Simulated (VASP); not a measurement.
Wanted: the native input for a VASP 6.6.1 run.

```
Task                   : single point
Functional             : PBE
Potentials or basis    : VASP PAW PBE potentials, release 64 (Na_pv, Sm_3, P), 4f in core
Cutoff                 : 500 eV
k mesh                 : 4 × 4 × 4
Occupations            : gaussian, width 0.1 eV
Spin                   : no spin polarisation
Dipole correction      : no
Further INCAR settings : ALGO = Normal; EDIFF = 1e-06; NBANDS = 30
```

The structure of Na3SmP2 lies in POSCAR:

```
Na3SmP2
1.0
    5.3658717900      0.0000000000      0.0000000000
    0.0000000000      5.3658717900      0.0000000000
    0.0000000000      0.0000000000      5.3894966900
Na Sm P
3 1 2
Direct
    0.5000000000      0.0000000000      0.5000000000
    0.0000000000      0.5000000000      0.5000000000
    0.5000000000      0.5000000000      0.0000000000
    0.5000000000      0.5000000000      0.5000000000
    0.0000000000      0.0000000000      0.0000000000
    0.0000000000      0.0000000000      0.5000000000
```

The cell was generated, and may not be a known phase.

One way to write it, as run:

INCAR

```
  PREC = Accurate
  ENCUT = 500
  EDIFF = 1E-6
  ISMEAR = 0
  SIGMA = 0.1
  LREAL = F
  LASPH = T
  NELM = 200
  ALGO = Normal
  ISIF = 2
  LWAVE = F
  LCHARG = F
  GGA = PE
  NBANDS = 30
  GGA_COMPAT = F
  LMAXMIX = 6
```

KPOINTS

```
regular mesh
0
Gamma
  4 4 4
```

Potentials or basis: VASP PAW PBE potentials, release 64 (Na_pv, Sm_3, P), 4f in core.

Launch:

```sh
$ cat potpaw_PBE.64/Na_pv/POTCAR potpaw_PBE.64/Sm_3/POTCAR potpaw_PBE.64/P/POTCAR > POTCAR
$ mpirun -np 1 vasp_std > vasp.out
```

It gave:

```
Pressure               : 5.0 GPa
Band gap on the k mesh : zero (bands 21 and 22 overlap by 0.76 eV)
```

Caveat: the cell stands under pressure; spin-orbit coupling is left out, which moves the levels of the heavy elements; the 4f electrons are frozen in the core, so they carry no moment and show no levels.

It took 28 s on 1 thread of Intel(R) Xeon(R) 6975P-C (Granite Rapids), with other jobs on the host, peak memory 0.27 GiB.
